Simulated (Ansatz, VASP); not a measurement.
## Two plane-wave programs on C

Contents of INCAR:

```
PREC = Accurate
ENCUT = 520
EDIFF = 1E-6
ISMEAR = 0
SIGMA = 0.05
LREAL = F
LASPH = T
NELM = 80
ALGO = Normal
ISIF = 2
LWAVE = F
LCHARG = F
GGA = PS
NBANDS = 11
```

The input KPOINTS:

```
regular mesh
0
Gamma
  14 14 14
```

File POSCAR:

```
C
1.0
    0.0000000000      2.1270000000      3.3480000000
    1.2280000000      0.0000000000      3.3480000000
    1.2280000000      2.1270000000      0.0000000000
C
2
Direct
    0.2396829829      0.7603170171     -0.1058089297
    0.8333300000      0.1666700000      0.8333300000
```

Input for Ansatz:

```yaml
crystal:
  lattice:
    - [0.0, 2.127, 3.348]
    - [1.228, 0.0, 3.348]
    - [1.228, 2.127, 0.0]
  atoms:
    - { symbol: C, position: [0.2396829829, 0.7603170171, -0.1058089297] }
    - { symbol: C, position: [0.83333, 0.16667, 0.83333] }
basis:
  ecutwfc: 420
kpoints:
  mp_grid: { grid: [14, 14, 14] }
hamiltonian:
  xc: pbesol
scf:
  occupations: { method: gaussian, width: 0.05 }
output:
  forces: true
  stress: true
  eigenvalues: true
```

Alike in both runs: task single point; functional PBEsol; k mesh 14 × 14 × 14; occupations gaussian, width 0.05 eV; no spin polarisation.

|  | VASP | Ansatz |
| --- | --- | --- |
| version | VASP 6.6.1 | Ansatz 0.2.0 |
| potentials or method | VASP PAW PBE potentials, release 64 (C), cutoff 520 eV | scalar-relativistic, plane waves, PAW |
| valence electrons in the cell | 8 | 8 |

|  | VASP | Ansatz | Ansatz less VASP |
| --- | --- | --- | --- |
| gap on the k mesh at the Fermi level (eV) | none | none | - |
| rms of the force components (eV/Å) | 13.336 | 13.012 | -0.3238 |

VASP's potentials were made for PBE, not for PBEsol. Atom by atom the forces differ by 0.326 eV/Å (rms over components). A gap of «none» marks a metal or a gap that the smearing closes.
